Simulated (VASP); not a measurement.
# Si2F3 (R32) in VASP: a series of runs, part 2 of 3

VASP 6.6.1. Earlier steps stand in the parts before.

### Step 3. Single point, PBE, collinear spin

File INCAR:

```
SYSTEM = Si2F3
ALGO = Normal ; EDIFF = 1E-6
ENCUT = 520 ; GGA = PE
ISIF = 2 ; ISMEAR = 0
ISPIN = 2 ; LASPH = .TRUE.
LCHARG = .TRUE. ; LELF = .TRUE.
LORBIT = 11 ; LREAL = .FALSE.
LVHAR = .TRUE. ; LWAVE = .FALSE.
MAGMOM = 0 0 1 1 1 ; NBANDS = 26
NELM = 150 ; PREC = Accurate
SIGMA = 0.1
```

File KPOINTS:

```
k-points
0
G
  6 6 6
  0 0 0
```

File POSCAR:

```
Si2F3
1.0
    2.7209051000      1.5709152900      2.1809284600
   -2.7209051000      1.5709152900      2.1809284600
    0.0000000000     -3.1418305900      2.1809284600
Si F
2 3
Direct
    0.2578843500      0.2578843500      0.2578843500
    0.7421156500      0.7421156500      0.7421156500
    0.2467715700      0.7532284300      0.0000000000
    0.0000000000      0.2467715700      0.7532284300
    0.7532284300      0.0000000000      0.2467715700
```

Potentials or basis: VASP PAW PBE potentials, release 64 (Si, F).

Launch:

```bash
cat potpaw_PBE.64/Si/POTCAR potpaw_PBE.64/F/POTCAR > POTCAR
mpirun -np 1 vasp_std > vasp.out
```

OUTCAR:

```text
SYSTEM = Si2F3
   EDIFF = 1E-6
   ENCUT = 520
   GGA = PE
   ISIF = 2
   ISMEAR = 0
   ISPIN = 2
   LASPH = .TRUE.
   LORBIT = 11
   LREAL = .FALSE.
   NELM = 150
   PREC = Accurate

 ion  position               nearest neighbor table
   1  0.258  0.258  0.258-   5 2.15   3 2.15   4 2.15   5 2.16   3 2.16   4 2.16
   2  0.742  0.742  0.742-   4 2.15   3 2.15   5 2.15   4 2.16   3 2.16   5 2.16
   3  0.247  0.753  0.000-   1 2.15   2 2.15   1 2.16   2 2.16
   4  0.000  0.247  0.753-   2 2.15   1 2.15   2 2.16   1 2.16
   5  0.753  0.000  0.247-   1 2.15   2 2.15   1 2.16   2 2.16

  LATTYP: Found a trigonal (rhomboedric) cell.
 ALAT       =     3.8245978036
 COS(alpha) =    -0.0122440728

  Lattice vectors:

 A1 = (   2.7209051000,   1.5709152900,   2.1809284600)
 A2 = (  -2.7209051000,   1.5709152900,   2.1809284600)
 A3 = (   0.0000000000,  -3.1418305900,   2.1809284600)

Analysis of symmetry for initial positions (statically):
=====================================================================
 Subroutine PRICEL returns:
 Original cell was already a primitive cell.

 Routine SETGRP: Setting up the symmetry group for a
 trigonal (rhombohedral) supercell.

 Subroutine GETGRP returns: Found  6 space group operations
 (whereof  6 operations were pure point group operations)
 out of a pool of 12 trial point group operations.

The static configuration has the point symmetry D_3 .

Analysis of symmetry for dynamics (positions and initial velocities):
=====================================================================
 Subroutine PRICEL returns:
 Original cell was already a primitive cell.

 Routine SETGRP: Setting up the symmetry group for a
 trigonal (rhombohedral) supercell.

 Subroutine GETGRP returns: Found  6 space group operations
 (whereof  6 operations were pure point group operations)
 out of a pool of 12 trial point group operations.

The dynamic configuration has the point symmetry D_3 .

Analysis of structural, dynamic, and magnetic symmetry:
=====================================================================
 Subroutine PRICEL returns:
 Original cell was already a primitive cell.

 Routine SETGRP: Setting up the symmetry group for a
 trigonal (rhombohedral) supercell.

 Subroutine GETGRP returns: Found  6 space group operations
 (whereof  6 operations were pure point group operations)
 out of a pool of 12 trial point group operations.

The overall configuration has the point symmetry D_3 .

 Subroutine INISYM returns: Found  6 space group operations
 (whereof  6 operations are pure point group operations),
 and found     1 'primitive' translations

----------------------------------------------------------------------------------------

                                     Primitive cell

  volume of cell :      55.9318

  direct lattice vectors                    reciprocal lattice vectors
     2.720905100  1.570915290  2.180928460     0.183762381  0.106095260  0.152840104
    -2.720905100  1.570915290  2.180928460    -0.183762381  0.106095260  0.152840104
     0.000000000 -3.141830590  2.180928460     0.000000000 -0.212190520  0.152840104

  length of vectors
     3.824597804  3.824597804  3.824597809     0.261505095  0.261505095  0.261505094

  position of ions in fractional coordinates (direct lattice)
     0.257884350  0.257884350  0.257884350
     0.742115650  0.742115650  0.742115650
     0.246771570  0.753228430  0.000000000
[... 88 lines left out ...]
   ISIF   =      2    stress and relaxation
   ISYM   =      2    0-nonsym 1-usesym 2-fastsym
   POTIM  = 0.5000    time-step for ionic-motion
   TEBEG  =    0.0;   TEEND  =   0.0 temperature during run
   PSTRESS=    0.0 pullay stress
   NELECT =      29.0000    total number of electrons
   NUPDOWN=      -1.0000    fix difference up-down
   EMIN   =  10.00;   EMAX   =-10.00  energy-range for DOS
   EFERMI =   0.00;   METHOD = LEGACY
   ISMEAR =     0;   SIGMA  =   0.10  broadening in eV -4-tet -1-fermi 0-gaus
   EFERMI_NEDOS =   21; number of points for ismear=-14 and -15
   IALGO  =     38    algorithm
   IMIX   =      4    mixing-type and parameters
     AMIX     =   0.40;   BMIX     =  1.00
     AMIX_MAG =   1.60;   BMIX_MAG =  1.00
  volume/ion in A,a.u.               =      11.19        75.49
  Fermi-wavevector in a.u.,A,eV,Ry     =   1.315188  2.485345 23.534267  1.729720
  Thomas-Fermi vector in A             =   2.445388
   LORBIT       =     11    0 simple, 1 ext, 2 COOP (PROOUT), +10 PAW based schemes
   GGA     = PE    functional components
   LHFCALC =     F    Hartree Fock is set to
   AEXX    =    0.0000 exact exchange contribution
   IVDW    =     0    specifies the selected vdW correction
   LEPSILON=     F    determine dielectric tensor
   LRPA    =     F    only Hartree local field effects (RPA)
 spin polarized calculation
 Gauss-broadening in eV      SIGMA  =   0.10
  energy-cutoff  :      520.00
  volume of cell :       55.93
 maximum number of plane-waves:      1520
   NGX = 15   NGY = 15   NGZ = 15

 number of electron      28.9999998 magnetization      -0.0874750

 number of electron      28.9999998 magnetization       0.0000805

 Free energy of the ion-electron system (eV)
  ---------------------------------------------------
  ext. energy  EPLUGINS =         0.00000000
  ---------------------------------------------------
  free energy    TOTEN  =       -19.35021042 eV

  energy without entropy =      -19.33690897  energy(sigma->0) =      -19.34355969

 E-fermi :   8.2771     XC(G=0): -10.8454

 val. band max:        8.2706340733   @ k =   0.5000   0.1667   0.1667
 cond. band min:       8.3060871337   @ k =   0.5000   0.1667   0.0000
 fundamental gap:      0.0354530605
 Fermi energy:         8.2771480007

 spin component 1

 k-point     1 :       0.0000    0.0000    0.0000
  band No.  band energies     occupation
      1     -19.6207      1.00000
      2     -17.9526      1.00000
      3     -17.9526      1.00000
      4      -2.3914      1.00000
      5      -1.9138      1.00000
      6      -1.9138      1.00000
[... 685 lines left out ...]
     25      20.2873      0.00000
     26      21.0119      0.00000

 [... further k-points ...]

 spin component 2

 k-point     1 :       0.0000    0.0000    0.0000
  band No.  band energies     occupation
      1     -19.6207      1.00000
      2     -17.9526      1.00000
      3     -17.9526      1.00000
      4      -2.3914      1.00000
      5      -1.9138      1.00000
      6      -1.9138      1.00000
[... 685 lines left out ...]
     25      20.2874      0.00000
     26      21.0119      0.00000

 [... further k-points ...]

------------------------ aborting loop because EDIFF is reached ----------------------------------------

  FORCE on cell =-STRESS in cart. coord.  units (eV):
  Direction    XX          YY          ZZ          XY          YZ          ZX
  --------------------------------------------------------------------------------------
  -------------------------------------------------------------------------------------
  Total       12.8167574     12.8167574      5.9915112     -0.0000000     -0.0000000      0.0000000
  in kB      367.1384866    367.1384872    171.6279945     -0.0000000     -0.0000003      0.0000000
  external PRESSURE =     301.9683228 kB  Pullay stress =       0.0000000 kB

 VOLUME and BASIS-vectors are now :
 -----------------------------------------------------------------------------
  energy-cutoff  :      520.00
  volume of cell :       55.93
      direct lattice vectors                 reciprocal lattice vectors
     2.720905100  1.570915290  2.180928460     0.183762381  0.106095260  0.152840104
    -2.720905100  1.570915290  2.180928460    -0.183762381  0.106095260  0.152840104
     0.000000000 -3.141830590  2.180928460     0.000000000 -0.212190520  0.152840104

 POSITION                                       TOTAL-FORCE (eV/Angst)
 -----------------------------------------------------------------------------------
      0.00000     -0.00000      1.68728         0.000000     -0.000000      0.647817
      0.00000     -0.00000      4.85550         0.000000      0.000000     -0.647817
     -1.37802      1.57092      2.18093        -0.861719     -0.000000      0.000000
     -0.67144     -1.97886      2.18093         0.430860     -0.746271      0.000000
      2.04946      0.40794      2.18093         0.430860      0.746271      0.000000
 -----------------------------------------------------------------------------------
    total drift:                                0.000000      0.000000     -0.000000

  FREE ENERGIE OF THE ION-ELECTRON SYSTEM (eV)
  ---------------------------------------------------
  free  energy   TOTEN  =       -19.3502104164 eV

  energy  without entropy=      -19.3369089722  energy(sigma->0) =      -19.34355969

 total charge

# of ion       s       p       d       tot
------------------------------------------
    1        1.028   0.422   0.000   1.450
    2        1.028   0.422   0.000   1.450
    3        1.770   4.340   0.000   6.110
    4        1.770   4.340   0.000   6.110
    5        1.770   4.340   0.000   6.110
--------------------------------------------------
tot          7.367  13.863   0.000  21.231

 magnetization (x)

# of ion       s       p       d       tot
------------------------------------------
    1        0.000   0.000   0.000   0.000
    2        0.000   0.000   0.000   0.000
    3       -0.000  -0.000   0.000  -0.000
    4       -0.000  -0.000   0.000  -0.000
    5       -0.000  -0.000   0.000  -0.000
--------------------------------------------------
tot          0.000   0.000   0.000   0.000
```

It took 49 s on 1 thread of AMD EPYC 9R45 (Zen 5), shared host; peak memory 0.17 GiB.

Results:

```yaml
Free_energy: -19.3502 eV
Pressure: 30.2 GPa
Largest_force: 0.862 eV/Å
Net_moment: 0.00 μB per cell
Valence_electrons_inside_the_program's_atomic_spheres: Si 1.45; F 6.11
```

Forces on the atoms (eV/Å):
```
Si   0.000  0.000  0.648
Si   0.000  0.000 -0.648
F   -0.862  0.000  0.000
F    0.431 -0.746  0.000
F    0.431  0.746  0.000
```

Levels at points of the mesh, in eV from the Fermi level:
Spin up:
```
           k point  band 10  band 11  band 12  band 13  band 14  band 15  band 16  band 17  band 18  band 19
(0.00, 0.00, 0.00)    -7.75    -7.67    -7.67    -7.10    -2.04     1.36     1.36     1.46     3.66     3.66
(0.50, 0.00, 0.00)    -7.84    -7.42    -7.28    -3.79    -3.56     0.43     0.45     2.39     2.53     3.79
(0.50, 0.50, 0.00)    -7.59    -7.51    -6.46    -3.88    -2.52    -0.55     0.05     2.09     3.78     4.06
(0.50, 0.50, 0.50)    -7.78    -6.64    -6.64    -3.03    -2.89     0.74     0.74     1.65     3.11     3.11
```
Spin down:
```tsv
k point	band 11	band 12	band 13	band 14	band 15	band 16	band 17	band 18
(0.00, 0.00, 0.00)	-7.67	-7.67	-7.10	-2.04	1.36	1.36	1.46	3.66
(0.50, 0.00, 0.00)	-7.42	-7.28	-3.79	-3.56	0.43	0.45	2.39	2.53
(0.50, 0.50, 0.00)	-7.51	-6.46	-3.88	-2.52	-0.55	0.05	2.09	3.78
(0.50, 0.50, 0.50)	-6.64	-6.64	-3.03	-2.89	0.74	0.74	1.65	3.11
```

Caveat: the stress differs along the axes, from 17 to 37 GPa.

### Step 4. Single point, PBE, collinear spin

This run uses another cell than the first one, of 20.63 Å³/atom.

File INCAR:

```
ALGO = Normal ; EDIFF = 1E-6
ENCUT = 520 ; GGA = PE
ISIF = 2 ; ISMEAR = 0
ISPIN = 2 ; LASPH = True
LCHARG = False ; LORBIT = 11
LREAL = False ; LWAVE = False
MAGMOM = 0 0 1 1 1 ; NBANDS = 26
NELM = 150 ; PREC = Accurate
SIGMA = 0.1
```

File KPOINTS:

```
k-points
0
Gamma
  6 6 6
```

File POSCAR:

```
Si2F3
1.0
    3.8218872289      2.2065676204      2.0381103017
   -3.8218872289      2.2065676204      2.0381103017
    0.0000000000     -4.4131352408      2.0381103017
Si F
2 3
Direct
    0.2240164253      0.2240164253      0.2240164253
    0.7759835747      0.7759835747      0.7759835747
    0.1764019333      0.8235980667      0.0000000000
    0.0000000000      0.1764019333      0.8235980667
    0.8235980667      0.0000000000      0.1764019333
```

Launch:

```bash
cat potpaw_PBE.64/Si/POTCAR potpaw_PBE.64/F/POTCAR > POTCAR
mpirun -np 1 vasp_std > vasp.out
```

It took 72 s on 1 thread of AMD EPYC 9R45 (Zen 5), shared host; peak memory 0.27 GiB.

It converged, with:

```
Free energy                                           : -22.6789 eV
Pressure                                              : 0.2 GPa
Largest force                                         : 0.102 eV/Å
Net moment                                            : 0.00 μB per cell
Valence electrons inside the program's atomic spheres : Si 1.44; F 6.09
```

Forces on the atoms (eV/Å):
```
Si   0.000  0.000  0.102
Si   0.000  0.000 -0.102
F    0.044  0.000  0.000
F   -0.022  0.038  0.000
F   -0.022 -0.038  0.000
```

Stress tensor (GPa, compression positive):
```
0.23 0.00 0.00
0.00 0.23 0.00
0.00 0.00 0.15
```

Levels at points of the mesh, in eV from the Fermi level:
Spin up:
| k point | band 12 | band 13 | band 14 | band 15 | band 16 | band 17 |
| --- | --- | --- | --- | --- | --- | --- |
| (0.00, 0.00, 0.00) | -6.69 | -6.37 | -2.93 | 1.19 | 1.19 | 1.74 |
| (0.50, 0.00, 0.00) | -6.46 | -4.82 | -4.72 | 0.49 | 1.09 | 1.45 |
| (0.50, 0.50, 0.00) | -6.54 | -5.86 | -3.06 | -0.67 | 0.87 | 1.52 |
| (0.50, 0.50, 0.50) | -6.64 | -4.78 | -4.35 | 0.33 | 0.33 | 1.22 |
Spin down:
```
           k point  band 10  band 11  band 12  band 13  band 14  band 15  band 16  band 17  band 18  band 19
(0.00, 0.00, 0.00)    -6.82    -6.82    -6.69    -6.37    -2.93     1.19     1.19     1.74     1.74     2.66
(0.50, 0.00, 0.00)    -7.06    -6.76    -6.46    -4.82    -4.72     0.49     1.09     1.45     1.47     3.56
(0.50, 0.50, 0.00)    -7.15    -6.84    -6.54    -5.86    -3.06    -0.67     0.87     1.52     2.52     2.81
(0.50, 0.50, 0.50)    -7.05    -7.05    -6.64    -4.78    -4.35     0.33     0.33     1.22     1.22     3.58
```

(Part 2 of 3 ends here.)
